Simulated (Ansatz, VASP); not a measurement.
# CdS in VASP and in Ansatz

```
Cd S
1.0
     0.00000    2.96291    2.96291
     2.96291    0.00000    2.96291
     2.96291    2.96291    0.00000
Cd S
1 1
Direct
  0.00000 0.00000 0.00000
  0.25000 0.25000 0.25000
```

Alike in both runs: functional PBE; k mesh 8 × 8 × 8; occupations gaussian, width 0.02 eV; no spin polarisation.

Ansatz relaxed the structure, and its values are those at the end. VASP's run is a single point on that final structure, the one shown.

|  | VASP | Ansatz |
| --- | --- | --- |
| version | VASP 6.6.1 | Ansatz 0.2.0 |
| potentials or method | VASP PAW PBE potentials, release 64 (Cd, S), cutoff 500 eV | scalar-relativistic, plane waves, PAW |
| valence electrons in the cell | 18 | 26 |

```tsv
	VASP	Ansatz	Ansatz less VASP
gap on the k mesh at the Fermi level (eV)	1.04	1.04	-0.002
least direct gap on the mesh (eV)	1.04	1.04	-0.002
pressure (GPa)	0.3	0.0	-0.28
```

VASP's potentials hold 18 valence electrons a cell and Ansatz's 26, so a difference there can come from the potentials and not from the codes.
